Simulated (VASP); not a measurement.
# CaPd4 (Pm-3m) in VASP: relaxation of cell and atoms with PBE

Aim: the relaxation of cell and atoms of CaPd4 with PBE.

Everything below comes from runs of VASP 6.6.1. Logs are shortened: lines on timing, memory, paths and dates and some standing lists are left out, and cuts for length are marked.

## Step 1: The cell of the first run

It takes space group Pm-3m (No. 221, cubic). The conventional cell has a = 4.828 Å, b = 4.828 Å, c = 4.828 Å, α = 90.00°, β = 90.00°, γ = 90.00°. Ca (site symmetry m-3m) has 6 Pd at 2.41 Å within 3.2 Å. Pd (site symmetry 4/mmm) has 2 Ca at 2.41 Å within 3.2 Å. Within 4.5 Å of Pd (site symmetry m-3m) lie 12 Pd at 3.41 Å and 8 Ca at 4.18 Å.

The cell was built from a structure type or drawn by symmetry, and may not be a known phase.

## Step 2: Relaxation of cell and atoms, PBE

The input, INCAR:

```
PREC     = Accurate       # precision mode
ENCUT    = 600            # plane-wave cutoff, eV
EDIFF    = 1E-6           # SCF threshold, eV
ISMEAR   = 0              # smearing method
SIGMA    = 0.1            # smearing width, eV
LREAL    = F              # projectors in reciprocal space
LASPH    = T              # aspherical terms in the spheres
NELM     = 60             # most SCF steps
ALGO     = Fast           # electronic algorithm
ISIF     = 3              # what is computed and relaxed
LWAVE    = F              # write WAVECAR
LCHARG   = F              # write CHGCAR
GGA      = PE             # functional
IBRION   = 2              # ionic algorithm
NSW      = 100            # ionic steps
EDIFFG   = -0.01          # ionic threshold
```

The input, KPOINTS:

```
Automatic mesh
0
Gamma
  8 8 8
```

The input, POSCAR:

```
CaPd4
1.0
    4.8280568927      0.0000000000      0.0000000000
    0.0000000000      4.8280568927      0.0000000000
    0.0000000000      0.0000000000      4.8280568927
Ca Pd
1 4
Direct
    0.5000000000      0.5000000000      0.5000000000
    0.0000000000      0.5000000000      0.5000000000
    0.5000000000      0.0000000000      0.5000000000
    0.5000000000      0.5000000000      0.0000000000
    0.0000000000      0.0000000000      0.0000000000
```

Potentials or basis: VASP PAW PBE potentials, release 64 (Ca_sv, Pd).

The run is started by

```sh
cat potpaw_PBE.64/Ca_sv/POTCAR potpaw_PBE.64/Pd/POTCAR > POTCAR
mpirun -np 1 vasp_std > vasp.out
```

OUTCAR:

```text
PREC = Accurate
   ENCUT = 600
   EDIFF = 1E-6
   ISMEAR = 0
   LREAL = F
   LASPH = T
   NELM = 60
   ISIF = 3
   GGA = PE
   IBRION = 2
   NSW = 100
   EDIFFG = -0.01

 ion  position               nearest neighbor table
   1  0.500  0.500  0.500-   2 2.41   3 2.41   4 2.41   4 2.41   3 2.41   2 2.41
   2  0.000  0.500  0.500-   1 2.41   1 2.41   4 3.41   5 3.41   4 3.41   5 3.41   3 3.41   5 3.41
                             5 3.41   3 3.41   3 3.41   4 3.41   4 3.41   3 3.41
   3  0.500  0.000  0.500-   1 2.41   1 2.41   4 3.41   5 3.41   4 3.41   5 3.41   2 3.41   2 3.41
                             4 3.41   4 3.41   2 3.41   5 3.41   5 3.41   2 3.41
   4  0.500  0.500  0.000-   1 2.41   1 2.41   3 3.41   5 3.41   2 3.41   2 3.41   3 3.41   3 3.41
                             5 3.41   3 3.41   2 3.41   5 3.41   2 3.41   5 3.41
   5  0.000  0.000  0.000-   2 3.41   3 3.41   4 3.41   2 3.41   3 3.41   2 3.41   4 3.41   2 3.41
                             3 3.41   4 3.41   3 3.41   4 3.41

  LATTYP: Found a simple cubic cell.
 ALAT       =     4.8280568927

  Lattice vectors:

 A1 = (   4.8280568927,   0.0000000000,   0.0000000000)
 A2 = (   0.0000000000,   4.8280568927,   0.0000000000)
 A3 = (   0.0000000000,   0.0000000000,   4.8280568927)

Analysis of symmetry for initial positions (statically):
=====================================================================
 Subroutine PRICEL returns:
 Original cell was already a primitive cell.

 Routine SETGRP: Setting up the symmetry group for a
 simple cubic supercell.

 Subroutine GETGRP returns: Found 48 space group operations
 (whereof 48 operations were pure point group operations)
 out of a pool of 48 trial point group operations.

The static configuration has the point symmetry O_h .

Analysis of symmetry for dynamics (positions and initial velocities):
=====================================================================
 Subroutine PRICEL returns:
 Original cell was already a primitive cell.

 Routine SETGRP: Setting up the symmetry group for a
 simple cubic supercell.

 Subroutine GETGRP returns: Found 48 space group operations
 (whereof 48 operations were pure point group operations)
 out of a pool of 48 trial point group operations.

The dynamic configuration has the point symmetry O_h .

 Subroutine INISYM returns: Found 48 space group operations
 (whereof 48 operations are pure point group operations),
 and found     1 'primitive' translations

----------------------------------------------------------------------------------------

                                     Primitive cell

  volume of cell :     112.5427

  direct lattice vectors                    reciprocal lattice vectors
     4.828056893  0.000000000  0.000000000     0.207122663  0.000000000  0.000000000
     0.000000000  4.828056893  0.000000000     0.000000000  0.207122663  0.000000000
     0.000000000  0.000000000  4.828056893     0.000000000  0.000000000  0.207122663

  length of vectors
     4.828056893  4.828056893  4.828056893     0.207122663  0.207122663  0.207122663

  position of ions in fractional coordinates (direct lattice)
     0.500000000  0.500000000  0.500000000
     0.000000000  0.500000000  0.500000000
     0.500000000  0.000000000  0.500000000
     0.500000000  0.500000000  0.000000000
     0.000000000  0.000000000  0.000000000

  ion indices of the primitive-cell ions
   primitive index   ion index
                 1           1
                 2           2
                 3           3
                 4           4
                 5           5

----------------------------------------------------------------------------------------

 KPOINTS: Automatic mesh
[... 78 lines left out ...]
   PSTRESS=    0.0 pullay stress
   NELECT =      50.0000    total number of electrons
   NUPDOWN=      -1.0000    fix difference up-down
   EMIN   =  10.00;   EMAX   =-10.00  energy-range for DOS
   EFERMI =   0.00;   METHOD = LEGACY
   ISMEAR =     0;   SIGMA  =   0.10  broadening in eV -4-tet -1-fermi 0-gaus
   EFERMI_NEDOS =   21; number of points for ismear=-14 and -15
   IALGO  =     68    algorithm
   IMIX   =      4    mixing-type and parameters
     AMIX     =   0.40;   BMIX     =  1.00
     AMIX_MAG =   1.60;   BMIX_MAG =  1.00
  volume/ion in A,a.u.               =      22.51       151.90
  Fermi-wavevector in a.u.,A,eV,Ry     =   1.249182  2.360612 21.231295  1.560456
  Thomas-Fermi vector in A             =   2.383235
   LORBIT       =      0    0 simple, 1 ext, 2 COOP (PROOUT), +10 PAW based schemes
   GGA     = PE    functional components
   LHFCALC =     F    Hartree Fock is set to
   AEXX    =    0.0000 exact exchange contribution
   IVDW    =     0    specifies the selected vdW correction
   LEPSILON=     F    determine dielectric tensor
   LRPA    =     F    only Hartree local field effects (RPA)
 conjugate gradient relaxation of ions
 non-spin polarized calculation
 RMM-DIIS sequential band-by-band and
 Gauss-broadening in eV      SIGMA  =   0.10
  energy-cutoff  :      600.00
  volume of cell :      112.54
 maximum number of plane-waves:      3840
 NGX is ok and might be reduce to    40
   NGX = 19   NGY = 19   NGZ = 19

--------------------------------------- Ionic step        1  -------------------------------------------

 number of electron      50.0000004 magnetization

 Free energy of the ion-electron system (eV)
  ---------------------------------------------------
  ext. energy  EPLUGINS =         0.00000000
  ---------------------------------------------------
  free energy    TOTEN  =       -18.35559412 eV

  energy without entropy =      -18.34921482  energy(sigma->0) =      -18.35240447

------------------------ aborting loop because EDIFF is reached ----------------------------------------

  FORCE on cell =-STRESS in cart. coord.  units (eV):
  Direction    XX          YY          ZZ          XY          YZ          ZX
  --------------------------------------------------------------------------------------
  -------------------------------------------------------------------------------------
  Total        0.1734167      0.1734167      0.1734167      0.0000000     -0.0000000      0.0000000
  in kB        2.4687911      2.4687911      2.4687911      0.0000000     -0.0000000      0.0000000
  external PRESSURE =       2.4687911 kB  Pullay stress =       0.0000000 kB

 VOLUME and BASIS-vectors are now :
 -----------------------------------------------------------------------------
  energy-cutoff  :      600.00
  volume of cell :      112.54
      direct lattice vectors                 reciprocal lattice vectors
     4.828056893  0.000000000  0.000000000     0.207122663  0.000000000  0.000000000
     0.000000000  4.828056893  0.000000000     0.000000000  0.207122663  0.000000000
     0.000000000  0.000000000  4.828056893     0.000000000  0.000000000  0.207122663

 POSITION                                       TOTAL-FORCE (eV/Angst)
 -----------------------------------------------------------------------------------
      2.41403      2.41403      2.41403         0.000000      0.000000      0.000000
      0.00000      2.41403      2.41403         0.000000      0.000000      0.000000
      2.41403      0.00000      2.41403         0.000000      0.000000      0.000000
      2.41403      2.41403      0.00000         0.000000      0.000000      0.000000
      0.00000      0.00000      0.00000         0.000000      0.000000      0.000000
 -----------------------------------------------------------------------------------
    total drift:                               -0.000000     -0.000000     -0.000000

  FREE ENERGIE OF THE ION-ELECTRON SYSTEM (eV)
  ---------------------------------------------------
  free  energy   TOTEN  =       -18.3555941180 eV

  energy  without entropy=      -18.3492148154  energy(sigma->0) =      -18.35240447

--------------------------------------- Ionic step        2  -------------------------------------------

 number of electron      50.0000008 magnetization

 Free energy of the ion-electron system (eV)
  ---------------------------------------------------
  ext. energy  EPLUGINS =         0.00000000
  ---------------------------------------------------
  free energy    TOTEN  =       -18.35604597 eV

  energy without entropy =      -18.34963837  energy(sigma->0) =      -18.35284217

 E-fermi :   4.0632     XC(G=0): -10.3243

 val. band max:        4.0244842652   @ k =   0.3750   0.1250   0.0000
 cond. band min:       4.1768458698   @ k =   0.3750   0.1250   0.1250
 fundamental gap:      0.1523616046
 Fermi energy:         4.0632344376

 k-point     1 :       0.0000    0.0000    0.0000
  band No.  band energies     occupation
      1     -35.0277      2.00000
      2     -16.2440      2.00000
      3     -16.2440      2.00000
      4     -16.2440      2.00000
      5       0.0744      2.00000
      6       0.8448      2.00000
[... 781 lines left out ...]
     29       8.1132      0.00000
     30       8.6998      0.00000

 [... further k-points ...]

------------------------ aborting loop because EDIFF is reached ----------------------------------------

  FORCE on cell =-STRESS in cart. coord.  units (eV):
  Direction    XX          YY          ZZ          XY          YZ          ZX
  --------------------------------------------------------------------------------------
  -------------------------------------------------------------------------------------
  Total        0.0353340      0.0353340      0.0353340      0.0000000     -0.0000000      0.0000000
  in kB        0.5005049      0.5005049      0.5005049      0.0000000     -0.0000000      0.0000000
  external PRESSURE =       0.5005049 kB  Pullay stress =       0.0000000 kB

 VOLUME and BASIS-vectors are now :
 -----------------------------------------------------------------------------
  energy-cutoff  :      600.00
  volume of cell :      113.11
      direct lattice vectors                 reciprocal lattice vectors
     4.836135276  0.000000000  0.000000000     0.206776681 -0.000000000  0.000000000
     0.000000000  4.836135276  0.000000000    -0.000000000  0.206776681  0.000000000
    -0.000000000 -0.000000000  4.836135276    -0.000000000 -0.000000000  0.206776681

 POSITION                                       TOTAL-FORCE (eV/Angst)
 -----------------------------------------------------------------------------------
      2.41807      2.41807      2.41807         0.000000      0.000000      0.000000
     -0.00000      2.41807      2.41807        -0.000000      0.000000      0.000000
      2.41807     -0.00000      2.41807         0.000000      0.000000      0.000000
      2.41807      2.41807      0.00000        -0.000000     -0.000000      0.000000
      0.00000      0.00000      0.00000        -0.000000     -0.000000      0.000000
 -----------------------------------------------------------------------------------
    total drift:                               -0.000000     -0.000000     -0.000000

  FREE ENERGIE OF THE ION-ELECTRON SYSTEM (eV)
  ---------------------------------------------------
  free  energy   TOTEN  =       -18.3560459717 eV

  energy  without entropy=      -18.3496383682  energy(sigma->0) =      -18.35284217

 reached required accuracy - stopping structural energy minimisation
```

It took 2.5 min on 1 thread of Intel Xeon Platinum 8488C (Sapphire Rapids), shared host; peak memory 0.32 GiB.

Results:

```
Free energy                           : -18.3560 eV
Relaxed volume                        : 22.62 Å³/atom
Relaxed cell                          : a = 4.836 Å, b = 4.836 Å, c = 4.836 Å, α = 90.00°, β = 90.00°, γ = 90.00°
Space group after relaxing (to 0.1 Å) : Pm-3m (No. 221)
Energy gained by relaxing             : 0.1 meV/atom
Ionic steps                           : 2
Pressure after relaxing               : 0.1 GPa
Band gap on the k mesh                : zero (bands 25 and 26 overlap by 0.97 eV)
```

The path:
```csv
step,energy change (eV),largest force (eV/Å),pressure (GPa),volume (Å³)
1,0.0000,0.0000,0.25,112.54
2,-0.0005,0.0000,0.05,113.11
```

Final structure:
```
Ca Pd
1.0
     4.83614    0.00000    0.00000
     0.00000    4.83614    0.00000
     0.00000    0.00000    4.83614
Ca Pd
1 4
Cartesian
  2.4181 2.4181 2.4181
  0.0000 2.4181 2.4181
  2.4181 0.0000 2.4181
  2.4181 2.4181 0.0000
  0.0000 0.0000 0.0000
```
